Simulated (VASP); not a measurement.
# P in VASP: notebook

P is run at these levels: r2SCAN; tasks: single point.

Everything below comes from runs of VASP 6.6.1. Logs are shortened: lines on timing, memory, paths and dates and some standing lists are left out, and cuts for length are marked.

### Step 1. The cell of the first run

The cell holds a slab with vacuum, 4 atoms: a = 4.604 Å, b = 3.275 Å, c = 27.820 Å, α = 90.00°, β = 90.00°, γ = 90.00°.

### Step 2. Single point, r2SCAN (strain -0.5%)

The input, POSCAR:

```
P
1.0
    4.6043574457      0.0000000000      0.0000000000
    0.0000000000      3.2754047198      0.0000000000
    0.0000000000      0.0000000000     27.8195791164
P
4
Direct
    0.0902642594      0.0000000000      0.3790215125
    0.4097357406      0.5000000000      0.3790215125
    0.5902642594      0.5000000000      0.3039507180
    0.9097357406      0.0000000000      0.3039507180
```

The input, INCAR.step1:

```
PREC     = Accurate       # precision mode
ENCUT    = 520            # plane-wave cutoff, eV
ISMEAR   = 0              # smearing method
SIGMA    = 0.01           # smearing width, eV
LREAL    = F              # projectors in reciprocal space
LASPH    = T              # aspherical terms in the spheres
NELM     = 100            # most SCF steps
LDIPOL   = T            
IDIPOL   = 3            
DIPOL    = 0.5 0.5 0.341
NBANDS   = 18             # bands
GGA      = PE             # functional
ALGO     = Normal         # electronic algorithm
EDIFF    = 1E-4           # SCF threshold, eV
LWAVE    = T              # write WAVECAR
LCHARG   = F              # write CHGCAR
```

The input, INCAR.step2:

```
PREC     = Accurate       # precision mode
ENCUT    = 520            # plane-wave cutoff, eV
EDIFF    = 1E-6           # SCF threshold, eV
ISMEAR   = 0              # smearing method
SIGMA    = 0.01           # smearing width, eV
LREAL    = F              # projectors in reciprocal space
LASPH    = T              # aspherical terms in the spheres
NELM     = 100            # most SCF steps
ALGO     = Normal         # electronic algorithm
ISIF     = 2              # what is computed and relaxed
LWAVE    = F              # write WAVECAR
LCHARG   = T              # write CHGCAR
LDIPOL   = T            
IDIPOL   = 3            
DIPOL    = 0.5 0.5 0.341
METAGGA  = R2SCAN         # meta-GGA
LMIXTAU  = T            
LELF     = T              # ELF
LVHAR    = T            
LVACPOTAV= T            
NBANDS   = 18             # bands
ISTART   = 1
```

The input, KPOINTS:

```
regular mesh
0
Gamma
  6 8 1
```

Potentials or basis: VASP PAW PBE potentials, release 64 (P).

Command:

```console
cat potpaw_PBE.64/P/POTCAR > POTCAR
cp INCAR.step1 INCAR
mpirun -np 1 vasp_std > vasp.out
cp INCAR.step2 INCAR
mpirun -np 1 vasp_std > vasp.out
```

OUTCAR:

```text
PREC = Accurate
   ENCUT = 520
   EDIFF = 1E-6
   ISMEAR = 0
   LREAL = F
   LASPH = T
   NELM = 100
   ISIF = 2
   METAGGA = R2SCAN
   ISTART = 1

 ion  position               nearest neighbor table
   1  0.090  0.000  0.379-   2 2.20   2 2.20   4 2.25
   2  0.410  0.500  0.379-   1 2.20   1 2.20   3 2.25
   3  0.590  0.500  0.304-   4 2.20   4 2.20   2 2.25
   4  0.910  0.000  0.304-   3 2.20   3 2.20   1 2.25

  LATTYP: Found a simple orthorhombic cell.
 ALAT       =     3.2754047198
 B/A-ratio  =     1.4057369515
 C/A-ratio  =     8.4934783626

  Lattice vectors:

 A1 = (   0.0000000000,  -3.2754047198,   0.0000000000)
 A2 = (   4.6043574457,   0.0000000000,   0.0000000000)
 A3 = (   0.0000000000,   0.0000000000,  27.8195791164)

Analysis of symmetry for initial positions (statically):
=====================================================================
 Subroutine PRICEL returns:
 Original cell was already a primitive cell.

 Routine SETGRP: Setting up the symmetry group for a
 simple orthorhombic supercell.

 Subroutine GETGRP returns: Found  8 space group operations
 (whereof  2 operations were pure point group operations)
 out of a pool of  8 trial point group operations.

The static configuration has the point symmetry C_1h.
 The point group associated with its full space group is D_2h.

Analysis of symmetry for dynamics (positions and initial velocities):
=====================================================================
 Subroutine PRICEL returns:
 Original cell was already a primitive cell.

 Routine SETGRP: Setting up the symmetry group for a
 simple orthorhombic supercell.

 Subroutine GETGRP returns: Found  8 space group operations
 (whereof  2 operations were pure point group operations)
 out of a pool of  8 trial point group operations.

The dynamic configuration has the point symmetry C_1h.
 The point group associated with its full space group is D_2h.

 Subroutine INISYM returns: Found  8 space group operations
 (whereof  2 operations are pure point group operations),
 and found     1 'primitive' translations

----------------------------------------------------------------------------------------

                                     Primitive cell

  volume of cell :     419.5508

  direct lattice vectors                    reciprocal lattice vectors
     4.604357446  0.000000000  0.000000000     0.217185571  0.000000000  0.000000000
     0.000000000  3.275404720  0.000000000     0.000000000  0.305305782  0.000000000
     0.000000000  0.000000000 27.819579116     0.000000000  0.000000000  0.035945907

  length of vectors
     4.604357446  3.275404720 27.819579116     0.217185571  0.305305782  0.035945907

  position of ions in fractional coordinates (direct lattice)
     0.090264259  0.000000000  0.379021513
     0.409735741  0.500000000  0.379021513
     0.590264259  0.500000000  0.303950718
     0.909735741  0.000000000  0.303950718

  ion indices of the primitive-cell ions
   primitive index   ion index
                 1           1
                 2           2
                 3           3
                 4           4

----------------------------------------------------------------------------------------

 KPOINTS: regular mesh

Automatic generation of k-mesh.
 Grid dimensions read from file:
 generate k-points for:    6    8    1

 Generating k-lattice:

  Cartesian coordinates                     Fractional coordinates (reciprocal lattice)
     0.036197595  0.000000000  0.000000000     0.166666667  0.000000000  0.000000000
     0.000000000  0.038163223  0.000000000     0.000000000  0.125000000  0.000000000
     0.000000000  0.000000000  0.035945907     0.000000000  0.000000000  1.000000000

  Length of vectors
     0.036197595  0.038163223  0.035945907

  Shift w.r.t. Gamma in fractional coordinates (k-lattice)
     0.000000000  0.000000000  0.000000000

 Subroutine IBZKPT returns following result:
 ===========================================

 Found     20 irreducible k-points:

 Following reciprocal coordinates:
            Coordinates               Weight
  0.000000  0.000000  0.000000      1.000000
  0.166667  0.000000  0.000000      2.000000
  0.333333  0.000000  0.000000      2.000000
  0.500000  0.000000  0.000000      1.000000
  0.000000  0.125000  0.000000      2.000000
  0.166667  0.125000  0.000000      4.000000
[... 12 lines left out ...]
  0.333333  0.500000  0.000000      2.000000
  0.500000  0.500000  0.000000      1.000000
   k-points           NKPTS =     20   k-points in BZ     NKDIM =     20   number of bands    NBANDS=     18
   number of dos      NEDOS =    301   number of ions     NIONS =      4
   total plane-waves  NPLWV = 181440
   dimension x,y,z NGX =    36 NGY =   24 NGZ =  210
   dimension x,y,z NGXF=    72 NGYF=   48 NGZF=  420
   ions per type =               4
   NGX,Y,Z   is equivalent  to a cutoff of  13.00, 12.18, 12.55 a.u.
[... 39 lines left out ...]
   IVDW    =     0    specifies the selected vdW correction
   LEPSILON=     F    determine dielectric tensor
   LRPA    =     F    only Hartree local field effects (RPA)
 non-spin polarized calculation
 Gauss-broadening in eV      SIGMA  =   0.01
  energy-cutoff  :      520.00
  volume of cell :      419.55
 maximum number of plane-waves:     11384
 NGX is ok and might be reduce to    36
   NGX = 17   NGY = 13   NGZ =103

 dipolmoment           0.000000      0.000000      0.000001 electrons x Angstroem

 number of electron      19.9999999 magnetization

 dipolmoment           0.000000      0.000000     -0.000000 electrons x Angstroem

 Free energy of the ion-electron system (eV)
  ---------------------------------------------------
  ext. energy  EPLUGINS =         0.00000000
  ---------------------------------------------------
  free energy    TOTEN  =       -35.78770562 eV

  energy without entropy =      -35.78770562  energy(sigma->0) =      -35.78770562

 E-fermi :  -3.0830     XC(G=0):  -2.1751

 val. band max:       -3.1858878016   @ k =   0.0000   0.0000   0.0000
 cond. band min:      -2.1216001423   @ k =   0.0000   0.0000   0.0000
 fundamental gap:      1.0642876593
 Fermi energy:        -3.0829658595

 k-point     1 :       0.0000    0.0000    0.0000
  band No.  band energies     occupation
      1     -19.0684      2.00000
      2     -16.4528      2.00000
      3     -12.8358      2.00000
      4      -9.2486      2.00000
      5      -7.9761      2.00000
      6      -7.9594      2.00000
[... 10 lines left out ...]
     17       2.2268      0.00000
     18       2.4612      0.00000

 k-point     2 :       0.1667    0.0000    0.0000
  band No.  band energies     occupation
      1     -18.9279      2.00000
      2     -16.6568      2.00000
      3     -12.8506      2.00000
      4      -9.9200      2.00000
      5      -7.6639      2.00000
      6      -7.3840      2.00000
[... 10 lines left out ...]
     17       2.4171      0.00000
     18       2.6027      0.00000

 k-point     3 :       0.3333    0.0000    0.0000
  band No.  band energies     occupation
      1     -18.5220      2.00000
      2     -17.2115      2.00000
      3     -12.6383      2.00000
      4     -11.0383      2.00000
      5      -7.0831      2.00000
      6      -6.3793      2.00000
[... 10 lines left out ...]
     17       2.6512      0.00000
     18       2.8342      0.00000

 k-point     4 :       0.5000    0.0000    0.0000
  band No.  band energies     occupation
      1     -17.9074      2.00000
      2     -17.9074      2.00000
      3     -12.0100      2.00000
      4     -12.0100      2.00000
      5      -6.2694      2.00000
      6      -6.2694      2.00000
[... 291 lines left out ...]
      4     -13.2661      2.00000
      5      -8.6018      2.00000
      6      -8.6018      2.00000
[... 10 lines left out ...]
     17       3.7513      0.00000
     18       3.7513      0.00000

 k-point    19 :       0.3333    0.5000    0.0000
  band No.  band energies     occupation
      1     -15.7850      2.00000
      2     -15.7850      2.00000
      3     -13.4705      2.00000
      4     -13.4705      2.00000
      5      -8.6393      2.00000
      6      -8.6393      2.00000
[... 10 lines left out ...]
     17       3.5841      0.00000
     18       3.5841      0.00000

 k-point    20 :       0.5000    0.5000    0.0000
  band No.  band energies     occupation
      1     -15.6762      2.00000
      2     -15.6762      2.00000
      3     -13.5977      2.00000
      4     -13.5977      2.00000
      5      -8.4737      2.00000
      6      -8.4737      2.00000
[... 10 lines left out ...]
     17       3.7241      0.00000
     18       3.7241      0.00000

------------------------ aborting loop because EDIFF is reached ----------------------------------------

 vacuum level on the upper side and lower side of the slab       (xc-potential included)        -0.029        -0.030

  FORCE on cell =-STRESS in cart. coord.  units (eV):
  Direction    XX          YY          ZZ          XY          YZ          ZX
  --------------------------------------------------------------------------------------
  -------------------------------------------------------------------------------------
  Total       -0.0949047      0.2822623     -0.2739441     -0.0000000      0.0000000     -0.0000000
  in kB       -0.3624215      1.0779011     -1.0461354     -0.0000000      0.0000000     -0.0000000
  external PRESSURE =      -0.1102186 kB  Pullay stress =       0.0000000 kB

 VOLUME and BASIS-vectors are now :
 -----------------------------------------------------------------------------
  energy-cutoff  :      520.00
  volume of cell :      419.55
      direct lattice vectors                 reciprocal lattice vectors
     4.604357446  0.000000000  0.000000000     0.217185571  0.000000000  0.000000000
     0.000000000  3.275404720  0.000000000     0.000000000  0.305305782  0.000000000
     0.000000000  0.000000000 27.819579116     0.000000000  0.000000000  0.035945907

 POSITION                                       TOTAL-FORCE (eV/Angst)
 -----------------------------------------------------------------------------------
      0.41561      0.00000     10.54422         0.080725     -0.000000     -0.061196
      1.88657      1.63770     10.54422        -0.080725      0.000000     -0.061196
      2.71779      1.63770      8.45578         0.080725      0.000000      0.061196
      4.18875      0.00000      8.45578        -0.080725      0.000000      0.061196
 -----------------------------------------------------------------------------------
    total drift:                               -0.000000      0.000000      0.000039

  FREE ENERGIE OF THE ION-ELECTRON SYSTEM (eV)
  ---------------------------------------------------
  free  energy   TOTEN  =       -35.7877056197 eV

  energy  without entropy=      -35.7877056197  energy(sigma->0) =      -35.78770562

 vacuum level on the upper side and lower side of the slab         2.020         2.020
```

Wall time 6.3 min (1 thread of AMD EPYC 9R45 (Zen 5), shared host); peak memory 0.49 GiB.

What came out:

* Free energy: -35.7877 eV
* Largest force: 0.101 eV/Å
* Band gap on the k mesh: 1.06 eV
* Ionisation potential of the upper face: 5.21 eV

Forces on the atoms (eV/Å):
```
P    0.081  0.000 -0.061
P   -0.081  0.000 -0.061
P    0.081  0.000  0.061
P   -0.081  0.000  0.061
```

Caveat: the cell differs from its parent crystal (strain -0.5%); the PAW data sets were made with another functional, which shifts forces and pressure a little.

### Step 3. Single point, r2SCAN

This run uses another cell than the first one.

The input, POSCAR:

```
P
1.0
    4.6274949203      0.0000000000      0.0000000000
    0.0000000000      3.2918640400      0.0000000000
    0.0000000000      0.0000000000     27.8195791164
P
4
Direct
    0.0912379178      0.0000000000      0.3789328437
    0.4087620822      0.5000000000      0.3789328437
    0.5912379178      0.5000000000      0.3040393868
    0.9087620822      0.0000000000      0.3040393868
```

The input, INCAR.step1:

```
ALGO = Normal ; DIPOL = 0.5 0.5 0.341
EDIFF = 1E-4 ; ENCUT = 520
GGA = PE ; IDIPOL = 3
ISMEAR = 0 ; LASPH = T
LCHARG = F ; LDIPOL = T
LREAL = F ; LWAVE = T
NBANDS = 18 ; NELM = 100
PREC = Accurate ; SIGMA = 0.01
```

The input, INCAR.step2:

```
ALGO = Normal ; DIPOL = 0.5 0.5 0.341
EDIFF = 1E-6 ; ENCUT = 520
IDIPOL = 3 ; ISIF = 2
ISMEAR = 0 ; ISTART = 1
LASPH = T ; LCHARG = F
LDIPOL = T ; LMIXTAU = T
LREAL = F ; LWAVE = F
METAGGA = R2SCAN ; NBANDS = 18
NELM = 100 ; PREC = Accurate
SIGMA = 0.01
```

The input, KPOINTS:

```
k-points
0
Gamma
  6 8 1
```

Potentials or basis: VASP PAW PBE potentials, release 64 (P).

Command:

```console
cat potpaw_PBE.64/P/POTCAR > POTCAR
cp INCAR.step1 INCAR
mpirun -np 1 vasp_std > vasp.out
cp INCAR.step2 INCAR
mpirun -np 1 vasp_std > vasp.out
```

Run time: 6.2 min. Hardware: 1 thread of AMD EPYC 9R45 (Zen 5), shared host; peak memory 0.48 GiB.

Results (log left out):

- Free energy: -35.7887 eV
- Largest force: 0.098 eV/Å
- Band gap on the k mesh: 1.12 eV

Forces in eV/Å, atoms in the order of the input:
```
P    0.079  0.000 -0.058
P   -0.079  0.000 -0.058
P    0.079  0.000  0.058
P   -0.079  0.000  0.058
```

Levels at points of the mesh, in eV from the valence-band top:
```tsv
k point	band 8	band 9	band 10	band 11	band 12	band 13
(0.00, 0.00, 0.00)	-1.99	-1.70	0.00	1.12	1.86	2.95
(0.50, 0.00, 0.00)	-2.82	-1.42	-1.42	2.39	2.39	3.97
(0.00, 0.50, 0.00)	-2.88	-2.02	-2.02	1.48	1.48	2.49
(0.50, 0.50, 0.00)	-4.71	-1.15	-1.15	2.62	2.62	4.09
```

Caveat: the PAW data sets were made with another functional, which shifts forces and pressure a little.

### Step 4. Single point, r2SCAN (strain +2.5%)

The input, POSCAR:

```
P
1.0
    4.7431822934      0.0000000000      0.0000000000
    0.0000000000      3.3741606410      0.0000000000
    0.0000000000      0.0000000000     27.8195791164
P
4
Direct
    0.0959020440      0.0000000000      0.3785050455
    0.4040979560      0.5000000000      0.3785050455
    0.5959020440      0.5000000000      0.3044671850
    0.9040979560      0.0000000000      0.3044671850
```

The input, INCAR.step1:

```
SYSTEM = P
ALGO = Normal
DIPOL = 0.5 0.5 0.341
EDIFF = 1E-4
ENCUT = 520
GGA = PE
IDIPOL = 3
ISMEAR = 0
LASPH = .True.
LCHARG = .False.
LDIPOL = .True.
LREAL = .False.
LWAVE = .True.
NBANDS = 18
NELM = 100
PREC = Accurate
SIGMA = 0.01
```

The input, INCAR.step2:

```
SYSTEM = P
ALGO = Normal
DIPOL = 0.5 0.5 0.341
EDIFF = 1E-6
ENCUT = 520
IDIPOL = 3
ISIF = 2
ISMEAR = 0
ISTART = 1
LASPH = .True.
LCHARG = .False.
LDIPOL = .True.
LMIXTAU = .True.
LREAL = .False.
LWAVE = .False.
METAGGA = R2SCAN
NBANDS = 18
NELM = 100
PREC = Accurate
SIGMA = 0.01
```

The input, KPOINTS:

```
k-points
0
Gamma
  6 8 1
  0 0 0
```

Command:

```console
cat potpaw_PBE.64/P/POTCAR > POTCAR
cp INCAR.step1 INCAR
mpirun -np 1 vasp_std > vasp.out
cp INCAR.step2 INCAR
mpirun -np 1 vasp_std > vasp.out
```

Run time: 8.7 min. Hardware: 1 thread of AMD EPYC 9R45 (Zen 5), shared host; peak memory 0.54 GiB.

Results (log left out):

```yaml
Free_energy: -35.7312 eV
Largest_force: 0.085 eV/Å
Band_gap_on_the_k_mesh: 1.36 eV
```

Forces on the atoms (eV/Å):
```
P    0.063  0.000 -0.058
P   -0.063  0.000 -0.058
P    0.063  0.000  0.058
P   -0.063  0.000  0.058
```

Levels at points of the mesh, in eV from the valence-band top:
| k point | band 7 | band 8 | band 9 | band 10 | band 11 | band 12 | band 13 | band 14 |
| --- | --- | --- | --- | --- | --- | --- | --- | --- |
| (0.00, 0.00, 0.00) | -3.85 | -2.22 | -1.46 | 0.00 | 1.36 | 1.55 | 2.47 | 3.14 |
| (0.50, 0.00, 0.00) | -2.85 | -2.85 | -1.61 | -1.61 | 2.01 | 2.01 | 3.77 | 3.77 |
| (0.00, 0.50, 0.00) | -2.86 | -2.86 | -1.97 | -1.97 | 1.46 | 1.46 | 2.66 | 2.66 |
| (0.50, 0.50, 0.00) | -4.55 | -4.55 | -1.06 | -1.06 | 2.58 | 2.58 | 3.85 | 3.85 |

Caveat: the cell differs from its parent crystal (strain +2.5%); the PAW data sets were made with another functional, which shifts forces and pressure a little.

### Step 5. Single point, r2SCAN (shear xy strain -1.0%)

The input, POSCAR:

```
P
1.0
    4.6274949203     -0.0231374746      0.0000000000
   -0.0164593202      3.2918640400      0.0000000000
    0.0000000000      0.0000000000     27.8195791164
P
4
Direct
    0.0912423367     -0.0018576555      0.3789353132
    0.4087576633      0.5018576555      0.3789353132
    0.5912423367      0.4981423445      0.3040369173
    0.9087576633      0.0018576555      0.3040369173
```

The input, INCAR.step1:

```
SYSTEM = P
  PREC = Accurate
  ENCUT = 520
  ISMEAR = 0
  SIGMA = 0.01
  LREAL = .False.
  LASPH = .True.
  NELM = 80
  LDIPOL = .True.
  IDIPOL = 3
  DIPOL = 0.5 0.5 0.341
  NBANDS = 18
  GGA = PE
  ALGO = Normal
  EDIFF = 1E-4
  LWAVE = .True.
  LCHARG = .False.
```

The input, INCAR.step2:

```
SYSTEM = P
  PREC = Accurate
  ENCUT = 520
  EDIFF = 1E-6
  ISMEAR = 0
  SIGMA = 0.01
  LREAL = .False.
  LASPH = .True.
  NELM = 80
  ALGO = Normal
  ISIF = 2
  LWAVE = .False.
  LCHARG = .True.
  LDIPOL = .True.
  IDIPOL = 3
  DIPOL = 0.5 0.5 0.341
  METAGGA = R2SCAN
  LMIXTAU = .True.
  LELF = .True.
  LVHAR = .True.
  LVACPOTAV = .True.
  NBANDS = 18
  ISTART = 1
```

The input, KPOINTS:

```
regular mesh
0
Gamma
  6 8 1
  0 0 0
```

Command:

```console
cat potpaw_PBE.64/P/POTCAR > POTCAR
cp INCAR.step1 INCAR
mpirun -np 1 vasp_std > vasp.out
cp INCAR.step2 INCAR
mpirun -np 1 vasp_std > vasp.out
```

It took 7.9 min on 1 thread of AMD EPYC 9R45 (Zen 5), shared host; peak memory 0.51 GiB.

The run converged. Its results:

```
Free energy                            : -35.7874 eV
Largest force                          : 0.098 eV/Å
Band gap on the k mesh                 : 1.12 eV
Ionisation potential of the upper face : 5.22 eV
```

Forces in eV/Å, atoms in the order of the input:
```
P    0.077  0.002 -0.060
P   -0.077 -0.002 -0.060
P    0.077  0.002  0.060
P   -0.077 -0.002  0.060
```

Levels at points of the mesh, in eV from the valence-band top:
| k point | band 8 | band 9 | band 10 | band 11 | band 12 | band 13 |
| --- | --- | --- | --- | --- | --- | --- |
| (0.00, 0.00, 0.00) | -1.99 | -1.70 | 0.00 | 1.12 | 1.86 | 2.94 |
| (0.50, 0.00, 0.00) | -2.82 | -1.41 | -1.41 | 2.39 | 2.39 | 3.97 |
| (0.00, 0.50, 0.00) | -2.88 | -2.02 | -2.02 | 1.47 | 1.47 | 2.49 |
| (0.50, 0.50, 0.00) | -4.67 | -1.19 | -1.11 | 2.61 | 2.63 | 4.05 |

Caveat: the cell differs from its parent crystal (shear xy strain -1.0%); the PAW data sets were made with another functional, which shifts forces and pressure a little.

### Step 6. Overview

| cell | gap on the mesh (eV) | largest force (eV/Å) |
| --- | --- | --- |
| a = 4.604, b = 3.275, c = 27.820 Å, 4 atoms, atomic positions A | 1.06 | 0.10 |
| a = 4.627, b = 3.292, c = 27.820 Å, 4 atoms, atomic positions B | 1.12 | 0.10 |
| a = 4.743, b = 3.374, c = 27.820 Å, 4 atoms, atomic positions C | 1.36 | 0.09 |
| a = 4.628, b = 3.292, c = 27.820 Å, angles 90.0, 90.0, 90.6°, 4 atoms, atomic positions D | 1.12 | 0.10 |

Alike in all rows: task single point; level r2SCAN; potentials or basis VASP PAW PBE potentials, release 64 (P); no spin polarisation; k mesh 6 × 8 × 1; cutoff (eV) 520; smearing gaussian 0.01 eV.

Caveats: the PAW data sets were made with another functional, which shifts forces and pressure a little.

Absolute energies hang on the potentials; compare differences alone.
